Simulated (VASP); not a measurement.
A run of VASP 6.6.1:

Contents of INCAR:

```
SYSTEM = CsCl
PREC = Accurate
ENCUT = 500
EDIFF = 1E-6
ISMEAR = -1
SIGMA = 0.03
LREAL = .False.
LASPH = .True.
NELM = 120
ALGO = Normal
ISIF = 2
LWAVE = .False.
LCHARG = .True.
GGA = PE
LELF = .True.
LVHAR = .True.
NBANDS = 15
GGA_COMPAT = .False.
```

Contents of KPOINTS:

```
Automatic mesh
0
Gamma
  6 6 6
  0 0 0
```

The input POSCAR:

```
CsCl
1.0
    4.1570759255      0.0000000000      0.0000000000
    0.0000000000      4.1570759255      0.0000000000
    0.0000000000      0.0000000000      4.1570759255
Cs Cl
1 1
Direct
    0.0000000000      0.0000000000      0.0000000000
    0.5000000000      0.5000000000      0.5000000000
```

Potentials or basis: VASP PAW PBE potentials, release 64 (Cs_sv, Cl).

The run is started by

```console
$ cat potpaw_PBE.64/Cs_sv/POTCAR potpaw_PBE.64/Cl/POTCAR > POTCAR
$ mpirun -np 1 vasp_std > vasp.out
```

Hardware: 1 thread of Intel(R) Xeon(R) Platinum 8259CL CPU @ 2.50GHz (Skylake/Cascade Lake) (shared host).

Problem. Estimate the wall time of this run.

Solution. Run time: 14 s on 1 thread of Intel(R) Xeon(R) Platinum 8259CL CPU @ 2.50GHz (Skylake/Cascade Lake), with other jobs on the host, peak memory 0.17 GiB. Counts: scf iterations 12, k points 20.
